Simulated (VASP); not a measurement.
Runs of VASP 6.6.1 on HfN. The structure is that of space group P4/mmm (No. 123), or close to it. The cells are those of the table. The cell was built from a structure type or drawn by symmetry, and may not be a known phase.

```tsv
task	cell	k mesh	cutoff (eV)	gap on the mesh (eV)	pressure (GPa)	relaxed volume (Å³/atom)
relaxation of cell and atoms	relaxed from a = 3.067, b = 3.067, c = 3.458 Å, 2 atoms	6 × 6 × 6	600	none	-0.1	(a)
single point	a = 3.064, b = 3.064, c = 3.445 Å, 2 atoms	6 × 6 × 6	520	none	-1.1	-
single point	a = 3.066, b = 3.066, c = 3.421 Å, 2 atoms	18 × 18 × 16	520	none	-1.1	-
relaxation of cell and atoms	relaxed from a = 3.064, b = 3.064, c = 3.445 Å, 2 atoms	18 × 18 × 16	600	none	0.0	15.99
single point	a = 3.067, b = 3.067, c = 3.458 Å, 2 atoms	6 × 6 × 4	520	none	-1.1	-
```

Alike in all rows: level PBE; potentials or basis VASP PAW PBE potentials, release 64 (Hf_pv, N); no spin polarisation; smearing gaussian 0.1 eV.

Q: Fill in the values left out.

A: (a) 16.10.

Caveats: some runs use coarse meshes; spin-orbit coupling is left out, which moves the levels of the heavy elements.

A k mesh can miss the band edges, and the runs leave out spin-orbit coupling on Hf.

A gap of «none» marks levels without a gap at the run's occupations.
